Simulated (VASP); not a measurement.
AlN: single point with PBE

AlN:

```xyz
4
Lattice="3.2445 0.0000 0.0000 -1.6223 2.8098 0.0000 0.0000 0.0000 4.1021" Properties=species:S:1:pos:R:3 pbc="T T T"
Al    1.6223    0.9366    1.0255
Al    0.0000    1.8732    3.0766
N     1.6223    0.9366    3.0766
N     0.0000    1.8732    1.0255
```

| Property | Result |
| --- | --- |
| Program | VASP 6.6.1 |
| Task | single point |
| Functional | PBE |
| Potentials or basis | VASP PAW PBE potentials, release 64 (Al, N) |
| Cutoff | 520 eV |
| k mesh | 9 × 9 × 7 |
| Occupations | fermi-dirac, width 0.05 eV |
| Spin | no spin polarisation |

- Pressure: 14.5 GPa
- Band gap on the k mesh: 3.73 eV

Stress tensor (GPa, compression positive):
```
15.48  0.00  0.00
 0.00 15.48  0.00
 0.00  0.00 12.60
```

Levels at points of the mesh, in eV from the valence-band top:
```
           k point  band 6  band 7  band 8  band 9  band 10  band 11
(0.00, 0.00, 0.00)   -1.73   -1.73    0.00    3.73     4.92     8.58
```

Wall time 20 s on 1 thread of Intel Xeon 8259CL, with other jobs on the host, peak memory 0.16 GiB.

Caveat: the cell stands under pressure; an odd mesh through Γ misses points on the zone boundary, where band edges can lie.
